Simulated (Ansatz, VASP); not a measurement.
# Two plane-wave programs on TiB2

```
CELL_PARAMETERS angstrom
2.98826 0.00000 0.00000
-1.49413 2.58791 0.00000
0.00000 0.00000 3.18477
ATOMIC_POSITIONS crystal
Ti 0.00000 0.00000 0.00000
B 0.33333 0.66667 0.50000
B 0.66667 0.33333 0.50000
```

Change from the starting cell: volume scaled by 0.96, PAW files.

Alike in both runs: task electric field gradients; functional PBE; k mesh 15 × 15 × 13; occupations fermi-dirac, width 0.08 eV; no spin polarisation.

```csv
,VASP,Ansatz
version,VASP 6.6.1,Ansatz 0.2.0
potentials or method,"VASP PAW PBE potentials, release 64 (Ti_sv, B)","PAW with Ansatz's default frozen-core files, scalar-relativistic"
plane-wave cutoff (eV),520,420
valence electrons in the cell,18,18
```

|  | VASP | Ansatz | Ansatz less VASP |
| --- | --- | --- | --- |
| pressure (GPa) | 11.7 | 11.5 | -0.19 |
| traceless stress, the component that is largest in VASP (GPa) | -2.29 | -2.30 | -0.007 |
| size of Vzz on the site where it differs most (V/Å²) | 18.4 | 20.7 | +2.33 |
